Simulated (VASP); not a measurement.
**ZnS: single point with PBEsol**

The system is ZnS.

```
Zn S
1.0
     0.00000    2.70200    2.70200
     2.70200    0.00000    2.70200
     2.70200    2.70200    0.00000
Zn S
1 1
Direct
  0.73972 0.74373 0.74780
  0.99096 0.01185 0.98815
```

```json
{
 "Program": "VASP 6.6.1",
 "Task": "single point",
 "Functional": "PBEsol",
 "Potentials or basis": "VASP PAW PBE potentials, release 64 (Zn, S)",
 "Cutoff": "520 eV",
 "k mesh": "8 × 8 × 8",
 "Occupations": "gaussian, width 0.05 eV",
 "Spin": "no spin polarisation"
}
```

| Property | Result |
| --- | --- |
| Pressure | -1.6 GPa |
| Largest force | 0.379 eV/Å |
| Band gap on the k mesh | 1.94 eV |

Forces on the atoms (eV/Å):
```
Zn   0.157 -0.156  0.307
S   -0.157  0.156 -0.307
```

Stress tensor (GPa, compression positive):
```
-1.62 -1.16  0.59
-1.16 -1.62 -0.59
 0.59 -0.59 -1.69
```

Levels at points of the mesh, in eV from the valence-band top:
```csv
k point,band 5,band 6,band 7,band 8,band 9,band 10,band 11,band 12,band 13,band 14
"(0.00, 0.00, 0.00)",-5.92,-5.92,-0.11,-0.03,0.00,1.94,6.25,6.25,6.32,11.59
"(0.50, 0.00, 0.00)",-5.88,-5.72,-5.41,-1.02,-0.82,3.16,6.62,6.98,8.66,11.90
"(0.00, 0.50, 0.00)",-5.89,-5.73,-5.54,-0.99,-0.91,3.24,6.79,6.94,8.71,11.87
"(0.00, 0.00, 0.50)",-5.88,-5.72,-5.32,-1.00,-0.81,3.11,6.59,6.91,8.62,11.92
"(0.50, 0.50, 0.50)",-5.88,-5.72,-5.32,-1.00,-0.81,3.11,6.59,6.91,8.62,11.92
"(0.50, 0.50, 0.00)",-5.85,-5.71,-4.65,-2.31,-2.27,3.18,3.94,10.78,11.76,11.92
"(0.00, 0.50, 0.50)",-5.85,-5.71,-4.65,-2.29,-2.28,3.19,3.92,10.78,11.80,11.88
"(0.50, 0.00, 0.50)",-5.85,-5.71,-4.65,-2.29,-2.28,3.19,3.92,10.78,11.80,11.88
```

Wall time 82 s on 1 thread of Intel(R) Xeon(R) Platinum 8488C (Sapphire Rapids), with other jobs on the host, peak memory 0.27 GiB.

Caveat: the PAW data sets were made with another functional, which shifts forces and pressure a little.
